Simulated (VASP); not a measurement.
# Te2Mo: single point with revPBE+D4

Crystal: Te2Mo.

```
Te Mo
1.0
     6.32146    0.00000   -0.08448
     0.00000    3.46769    0.00000
    -0.74463    0.00000   13.09941
Te Mo
8 4
Direct
  0.05386 0.50000 0.39168
  0.94610 0.00000 0.60832
  0.55817 0.00000 0.34328
  0.44182 0.50000 0.65673
  0.09573 0.00000 0.15735
  0.90429 0.50000 0.84264
  0.58814 0.50000 0.10783
  0.41189 0.00000 0.89217
  0.31939 0.00000 0.50624
  0.68058 0.50000 0.49377
  0.18286 0.50000 0.00798
  0.81717 0.00000 0.99202
```

- Program: VASP 6.6.1
- Task: single point
- Functional: revPBE
- Dispersion: D4
- Potentials or basis: VASP PAW PBE potentials, release 64 (Te, Mo_sv)
- Cutoff: 520 eV
- k mesh: 4 × 8 × 2
- Occupations: fermi-dirac, width 0.05 eV
- Spin: no spin polarisation
- Dipole correction: no
- Further INCAR settings: ALGO = Normal; EDIFF = 1e-07; NBANDS = 64

The pressure is -0.1 GPa, the largest force is 0.012 eV/Å and the band gap on the k mesh is zero (bands 52 and 53 overlap by 0.51 eV). The dispersion energy per atom is -0.934 eV.

Forces on the atoms (eV/Å):
```
Te   0.001  0.000  0.000
Te   0.000  0.000  0.000
Te   0.000  0.000  0.000
Te  -0.001  0.000 -0.001
Te   0.001  0.000  0.000
Te   0.000  0.000  0.001
Te   0.000  0.000  0.003
Te   0.000  0.000 -0.003
Mo  -0.010  0.000 -0.006
Mo   0.010  0.000  0.006
Mo   0.008  0.000 -0.006
Mo  -0.009  0.000  0.006
```

Stress tensor (GPa, compression positive):
```
-0.01  0.00  0.00
 0.00 -0.08  0.00
 0.00  0.00 -0.09
```

Levels at points of the mesh, in eV from the Fermi level:
```csv
k point,band 50,band 51,band 52,band 53,band 54,band 55
"(0.00, 0.00, 0.00)",-0.31,0.06,0.37,0.47,0.68,0.71
"(0.50, 0.00, 0.00)",-0.98,-0.48,-0.43,-0.14,-0.11,0.72
"(0.00, 0.50, 0.00)",-1.67,-1.42,-1.42,0.89,0.89,1.11
"(0.50, 0.50, 0.00)",-1.20,-1.09,-1.09,0.91,0.91,1.02
"(0.00, 0.00, 0.50)",-0.17,0.16,0.29,0.39,0.50,0.77
"(0.50, 0.00, 0.50)",-0.98,-0.61,-0.26,-0.04,-0.01,0.63
"(0.00, 0.50, 0.50)",-1.65,-1.51,-1.51,0.83,0.83,1.11
"(0.50, 0.50, 0.50)",-1.19,-1.08,-1.08,0.95,0.95,0.96
```

It took 10 min on 1 thread of AMD EPYC 9R45 96-Core Processor (Zen 5), on a shared host, peak memory 0.58 GiB.

Caveat: the PAW data sets were made with another functional, which shifts forces and pressure a little; spin-orbit coupling is left out, which moves the levels of the heavy elements.
